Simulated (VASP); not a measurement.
Wanted: the native input for a VASP 6.6.1 run.

```yaml
Task: single point
Functional: PBE
Dispersion: D3(BJ)
Potentials_or_basis: VASP PAW PBE potentials, release 64 (Al)
Cutoff: 520 eV
k_mesh: 18 × 18 × 4
Occupations: gaussian, width 0.15 eV
Spin: no spin polarisation
Dipole_correction: no
Further_INCAR_settings: ALGO = Normal; EDIFF = 1e-06; NBANDS = 14
```

The structure of Al lies in POSCAR:

```
Al
1.0
    3.0114000000      0.0000000000      0.0000000000
   -1.5057000000      2.6079489009      0.0000000000
    0.0000000000      0.0000000000     11.2371000000
Al
4
Direct
    0.0000000000      0.0000000000      0.0000000000
    0.3333333333      0.6666666667      0.2500000000
    0.0000000000      0.0000000000      0.5000000000
    0.6666666667      0.3333333333      0.7500000000
```

This isn't the form of Al at room conditions, which is fcc.

The input as run:

INCAR

```
PREC     = Accurate       # precision mode
ENCUT    = 520            # plane-wave cutoff, eV
EDIFF    = 1E-6           # SCF threshold, eV
ISMEAR   = 0              # smearing method
SIGMA    = 0.15           # smearing width, eV
LREAL    = F              # projectors in reciprocal space
LASPH    = T              # aspherical terms in the spheres
NELM     = 80             # most SCF steps
ALGO     = Normal         # electronic algorithm
ISIF     = 2              # what is computed and relaxed
LWAVE    = F              # write WAVECAR
LCHARG   = T              # write CHGCAR
GGA      = PE             # functional
IVDW     = 12             # dispersion correction
LELF     = T              # ELF
LVHAR    = T            
NBANDS   = 14             # bands
```

KPOINTS

```
regular mesh
0
Gamma
  18 18 4
```

Potentials or basis: VASP PAW PBE potentials, release 64 (Al).

Launch:

```bash
$ cat potpaw_PBE.64/Al/POTCAR > POTCAR
$ mpirun -np 1 vasp_std > vasp.out
```

Results of the run:

| Property | Result |
| --- | --- |
| Pressure | -12.2 GPa |
| Band gap on the k mesh | zero (bands 6 and 7 overlap by 3.76 eV) |
| Dispersion energy per atom | -0.250 eV |

Caveat: the cell stands under tension.

Wall time 60 s on 1 thread of Intel(R) Xeon(R) Platinum 8488C (Sapphire Rapids), with other jobs on the host, peak memory 0.27 GiB.
